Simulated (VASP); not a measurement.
Write the native input for VASP 6.6.1 that does the following.

```yaml
Task: single point
Functional: r2SCAN
Potentials_or_basis: VASP PAW PBE potentials, release 64 (Zn)
Cutoff: 520 eV
k_mesh: 8 × 9 × 9
Occupations: gaussian, width 0.05 eV
Spin: no spin polarisation
Dipole_correction: no
Further_INCAR_settings: ALGO = Normal; EDIFF = 1e-07; NBANDS = 12
```

Zn:

```xyz
1
Lattice="-1.5936 1.7766 1.7460 1.5039 -1.5066 1.3864 1.5441 1.4572 -1.4760" Properties=species:S:1:pos:R:3 pbc="T T T"
Zn    0.0000    0.0000    0.0000
```

One way to write it, as run:

POSCAR

```
Zn
1.0
   -1.5935815700      1.7766151400      1.7460215800
    1.5039206500     -1.5066388000      1.3863843100
    1.5441115400      1.4571687700     -1.4760452300
Zn
1
Direct
    0.0000000000      0.0000000000      0.0000000000
```

INCAR.step1

```
SYSTEM = Zn
PREC = Accurate ; ENCUT = 520
ISMEAR = 0 ; SIGMA = 0.05
LREAL = .FALSE. ; LASPH = .TRUE.
NELM = 80 ; NBANDS = 12
GGA = PE ; ALGO = Normal
EDIFF = 1E-4 ; LWAVE = .TRUE.
LCHARG = .FALSE.
```

INCAR.step2

```
SYSTEM = Zn
PREC = Accurate ; ENCUT = 520
EDIFF = 1E-7 ; ISMEAR = 0
SIGMA = 0.05 ; LREAL = .FALSE.
LASPH = .TRUE. ; NELM = 80
ALGO = Normal ; ISIF = 2
LWAVE = .FALSE. ; LCHARG = .FALSE.
METAGGA = R2SCAN ; LMIXTAU = .TRUE.
NBANDS = 12 ; ISTART = 1
```

KPOINTS

```
regular mesh
0
G
  8 9 9
  0 0 0
```

Potentials or basis: VASP PAW PBE potentials, release 64 (Zn).

Run with:

```console
$ cat potpaw_PBE.64/Zn/POTCAR > POTCAR
$ cp INCAR.step1 INCAR
$ mpirun -np 1 vasp_std > vasp.out
$ cp INCAR.step2 INCAR
$ mpirun -np 1 vasp_std > vasp.out
```

Results of the run:

| Property | Result |
| --- | --- |
| Pressure | -1.9 GPa |
| Band gap on the k mesh | zero (band 6 reaches 6.25 eV, above the bottom of band 7 at 0.10 eV) |

Caveat: the PAW data sets were made with another functional, which shifts forces and pressure a little.

Wall time 100 s on 1 thread of AMD EPYC 9R45 96-Core Processor (Zen 5), with other jobs on the host, peak memory 0.14 GiB.
